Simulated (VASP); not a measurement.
# B in VASP: further runs, part 2 of 2

VASP 6.6.1. Earlier steps stand in the parts before.

### 3 Relaxation of cell and atoms, PBE

This run uses another cell than the first one, of 6.48 Å³/atom.

Input file INCAR:

```
PREC = Accurate ; ENCUT = 600
EDIFF = 1E-6 ; ISMEAR = 0
SIGMA = 0.1 ; LREAL = F
LASPH = T ; NELM = 60
ALGO = Normal ; ISIF = 3
LWAVE = F ; LCHARG = F
GGA = PE ; IBRION = 2
NSW = 100 ; EDIFFG = -0.015
```

Input file KPOINTS:

```
regular mesh
0
Gamma
  8 8 6
```

Input file POSCAR:

```
B
1.0
    2.0895562729     -2.8325413160      0.0149640851
    2.1237371897      2.8567299863     -0.0432403056
   -0.0294141997     -0.0428469302      4.3269707196
B
8
Direct
    0.2524730373      0.2444323114      0.2392747430
    0.2469814619      0.7578165234      0.2702671163
    0.7285236007      0.2394966317      0.2516038559
    0.7712201535      0.7456221652      0.2520045371
    0.2539482155      0.2830278326      0.7497538176
    0.2402782200      0.7375936670      0.7386518227
    0.7433750093      0.2435593477      0.7540766749
    0.7632003018      0.7484515210      0.7443674325
```

Potentials or basis: VASP PAW PBE potentials, release 64 (B).

Command:

```sh
$ cat potpaw_PBE.64/B/POTCAR > POTCAR
$ mpirun -np 1 vasp_std > vasp.out
```

OUTCAR:

```text
PREC = Accurate
   ENCUT = 600
   EDIFF = 1E-6
   ISMEAR = 0
   LREAL = F
   LASPH = T
   NELM = 60
   ISIF = 3
   GGA = PE
   IBRION = 2
   NSW = 100
   EDIFFG = -0.015

 ion  position               nearest neighbor table
   1  0.252  0.244  0.239-   3 1.68   2 1.74   2 1.84   3 1.84   4 2.07   5 2.13   4 2.15
   2  0.247  0.758  0.270-   4 1.66   1 1.74   1 1.84   4 1.86   6 2.03   3 2.03
   3  0.729  0.239  0.252-   1 1.68   4 1.76   4 1.81   1 1.84   2 2.03   7 2.15
   4  0.771  0.746  0.252-   2 1.66   3 1.76   3 1.81   2 1.86   1 2.07   8 2.13   1 2.15
   5  0.254  0.283  0.750-   6 1.63   7 1.76   7 1.77   6 1.93   8 2.06   1 2.13   8 2.16
   6  0.240  0.738  0.739-   5 1.63   8 1.69   8 1.83   5 1.93   2 2.03   7 2.09   7 2.13
   7  0.743  0.244  0.754-   5 1.76   5 1.77   8 1.78   8 1.78   6 2.09   6 2.13   3 2.15
   8  0.763  0.748  0.744-   6 1.69   7 1.78   7 1.78   6 1.83   5 2.06   4 2.13   5 2.16

  LATTYP: Found a triclinic cell.
 ALAT       =     3.5199090398
 B/A-ratio  =     1.6164257753
[... 423 lines left out ...]
 cond. band min:       7.5219728646   @ k =   0.2500  -0.0000  -0.0000
 fundamental gap:      0.0099742242
 Fermi energy:         7.5123900747

 k-point     1 :       0.0000    0.0000    0.0000
  band No.  band energies     occupation
      1      -9.1065      2.00000
      2      -5.6498      2.00000
      3      -3.4224      2.00000
      4      -0.2400      2.00000
      5       0.9443      2.00000
      6       2.5751      2.00000
[... 457 lines left out ...]
      4      -1.9278      2.00000
      5      -1.5451      2.00000
      6      -1.3255      2.00000
[... 9 lines left out ...]
     16      15.1204      0.00000
     17      15.1817      0.00000

 [... further k-points ...]

------------------------ aborting loop because EDIFF is reached ----------------------------------------

  FORCE on cell =-STRESS in cart. coord.  units (eV):
  Direction    XX          YY          ZZ          XY          YZ          ZX
  --------------------------------------------------------------------------------------
  -------------------------------------------------------------------------------------
  Total       -0.0037431      0.0150221     -0.0151360     -0.0046898     -0.0042465      0.0055381
  in kB       -0.1114752      0.4473798     -0.4507725     -0.1396701     -0.1264676      0.1649317
  external PRESSURE =      -0.0382893 kB  Pullay stress =       0.0000000 kB
[... 23 lines left out ...]
  FREE ENERGIE OF THE ION-ELECTRON SYSTEM (eV)
  ---------------------------------------------------
  free  energy   TOTEN  =       -50.5752492737 eV

  energy  without entropy=      -50.5696200611  energy(sigma->0) =      -50.57243467

 reached required accuracy - stopping structural energy minimisation
```

OSZICAR:

```text
N       E                     dE             d eps       ncg     rms          rms(c)
DAV:   1     0.573110192450E+02    0.57311E+02   -0.12741E+04  6664   0.146E+03
DAV:   2    -0.426377568574E+02   -0.99949E+02   -0.97844E+02  8920   0.243E+02
DAV:   3    -0.461773717302E+02   -0.35396E+01   -0.34379E+01  9187   0.393E+01
[... 290 lines left out ...]
       N       E                     dE             d eps       ncg     rms          rms(c)
DAV:   1    -0.505752674527E+02   -0.20151E-03   -0.11654E-02  6942   0.806E-01    0.290E-02
DAV:   2    -0.505752563166E+02    0.11136E-04   -0.12576E-04  9592   0.865E-02    0.161E-02
DAV:   3    -0.505752493378E+02    0.69787E-05   -0.24066E-05  7878   0.307E-02    0.251E-03
DAV:   4    -0.505752492737E+02    0.64122E-07   -0.18885E-06  5995   0.101E-02
  35 F= -.50575249E+02 E0= -.50572435E+02  d E =-.183493E-03
```

CONTCAR:

```text
B
   1.00000000000000
     1.9629113898822168   -3.1532941373884333    0.0091524016883034
     1.5399433116137000    2.8732019159742359    0.0123954993508774
    -0.0324520530931651   -0.0040199223254081    5.1254882045500327
  B
     8
Direct
     0.2498481452224592    0.2497459763252863    0.1693317110006130
     0.2502361682189480    0.7499642505917608    0.3308113054239450
     0.7500093484919125    0.2500233069971232    0.1691351501923699
     0.7502630167315931    0.7499850514622999    0.3306119038758429
     0.2496417605326917    0.2498037043654515    0.8309015018913536
     0.2501099193857035    0.7501935344308399    0.6694400292836998
     0.7497882976943400    0.2500814552058042    0.8306278929809762
     0.7501033437223589    0.7502027206214273    0.6691405053511993

  0.00000000E+00  0.00000000E+00  0.00000000E+00
  0.00000000E+00  0.00000000E+00  0.00000000E+00
  0.00000000E+00  0.00000000E+00  0.00000000E+00
  0.00000000E+00  0.00000000E+00  0.00000000E+00
  0.00000000E+00  0.00000000E+00  0.00000000E+00
  0.00000000E+00  0.00000000E+00  0.00000000E+00
  0.00000000E+00  0.00000000E+00  0.00000000E+00
  0.00000000E+00  0.00000000E+00  0.00000000E+00
```

Run time: 32 min. Hardware: 1 thread of AMD EPYC 9R45 (Zen 5), shared host; peak memory 0.25 GiB.

Results:

```yaml
Free_energy: -50.5752 eV
Relaxed_volume: 6.72 Å³/atom
Relaxed_cell: a = 3.714 Å, b = 3.260 Å, c = 5.126 Å, α = 89.99°, β = 90.01°, γ = 119.91°
Space_group_after_relaxing_to_0.1_Å: C2/m (No. 12)
Energy_gained_by_relaxing: 652.9 meV/atom
Ionic_steps: 35
Pressure_after_relaxing: 0.0 GPa
Largest_force_after_relaxing: 0.015 eV/Å
Band_gap_on_the_k_mesh: zero (bands 12 and 13 overlap by 1.46 eV)
```

Forces in eV/Å, atoms in the order of the input:
```
B    0.006  0.001  0.005
B   -0.002  0.003  0.002
B   -0.003 -0.004  0.007
B   -0.002  0.006  0.002
B    0.009  0.000 -0.012
B   -0.004  0.000 -0.009
B    0.000 -0.007  0.000
B   -0.003  0.001  0.005
```

The path:
```csv
step,energy change (eV),largest force (eV/Å),pressure (GPa),volume (Å³)
1,0.0000,2.2437,10.79,51.85
2,-0.2521,1.4296,-11.20,55.12
3,-0.4617,0.9700,-4.16,53.69
4,-0.6928,1.3018,-0.41,52.91
5,-1.1458,1.9742,10.69,51.23
6,-0.0885,7.5968,50.38,47.83
7,-1.2335,2.0791,14.63,50.73
8,-1.2513,2.2196,20.05,50.16
9,-1.2861,2.1784,20.70,50.15
10,-1.3632,2.0049,22.85,50.11
11,-1.3659,3.7656,27.90,50.01
12,-1.5342,3.9764,26.61,50.40
13,-1.9194,4.7108,23.45,51.53
14,-1.9334,6.4603,21.36,53.68
15,-2.0647,5.7909,21.80,52.73
16,-2.8019,3.4285,12.71,54.12
17,-3.5696,2.1272,-2.86,57.28
18,-3.5853,2.0718,-4.65,57.74
19,-3.8134,2.0336,-5.05,57.47
20,-4.3167,1.9132,-5.14,56.66
21,-4.4790,1.5088,0.34,54.95
22,-4.5499,1.6604,-2.44,55.55
23,-4.8484,1.2090,-1.33,54.81
24,-4.9776,1.2361,1.90,53.96
25,-5.1250,0.5480,0.30,54.08
26,-5.1549,0.7904,-0.31,54.15
27,-5.1964,0.3301,-0.79,54.10
28,-5.1997,0.3237,-0.88,54.08
29,-5.2122,0.2204,-0.01,53.88
30,-5.2144,0.1923,0.59,53.75
31,-5.2205,0.1137,0.12,53.80
32,-5.2216,0.1169,-0.16,53.83
33,-5.2229,0.0443,0.01,53.80
34,-5.2230,0.0446,0.05,53.79
35,-5.2232,0.0147,0.00,53.80
```

Final structure:
```xyz
8
Lattice="1.9629 -3.1533 0.0092 1.5399 2.8732 0.0124 -0.0325 -0.0040 5.1255" Properties=species:S:1:pos:R:3 pbc="T T T"
B     0.8695   -0.0710    0.8733
B     1.6354    1.3644    1.7072
B     1.8517   -1.6473    0.8769
B     2.6169   -0.2123    1.7107
B     0.8477   -0.0728    4.2642
B     1.6245    1.3641    3.4428
B     1.8299   -1.6491    4.2673
B     2.6059   -0.2125    3.4458
```

Caveat: a cell axis changed by over 15 % at a fixed basis, so the end point is rough.

The gap in the log of VASP goes by the Fermi energy; the results here count the filled bands.